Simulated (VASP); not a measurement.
## Sb: single point with PBEsol

The system is Sb.

```
Sb
1.0
    -1.49958    1.49958    1.49958
     1.49958   -1.49958    1.49958
     1.49958    1.49958   -1.49958
Sb
1
Cartesian
  0.0000 0.0000 0.0000
```

This cell differs from its parent crystal: volume scaled by 0.52.

```json
{
  "Program": "VASP 6.6.1",
  "Task": "single point",
  "Functional": "PBEsol",
  "Potentials or basis": "VASP PAW PBE potentials, release 64 (Sb)",
  "Cutoff": "520 eV",
  "k mesh": "16 × 16 × 16",
  "Occupations": "fermi-dirac, width 0.05 eV",
  "Spin": "no spin polarisation",
  "Dipole correction": "no",
  "Further INCAR settings": "ALGO = Normal; EDIFF = 1e-07; NBANDS = 8"
}
```

```yaml
Pressure: 209.1 GPa
```

Levels at points of the mesh, in eV from the Fermi level:
```
           k point  band 1  band 2  band 3  band 4  band 5  band 6
(0.00, 0.00, 0.00)  -21.07   10.96   10.96   10.96   13.19   13.19
(0.50, 0.00, 0.00)  -11.77  -11.20    3.36    4.46    8.04    9.81
(0.50, 0.50, 0.50)   -4.51   -4.51   -4.51   -0.73    1.23    1.23
```

It took 8.1 s on 1 thread of Intel(R) Xeon(R) 6975P-C (Granite Rapids), with other jobs on the host, peak memory 0.13 GiB.

Caveat: the PAW data sets were made with another functional, which shifts forces and pressure a little; spin-orbit coupling is left out, which moves the levels of the heavy elements.
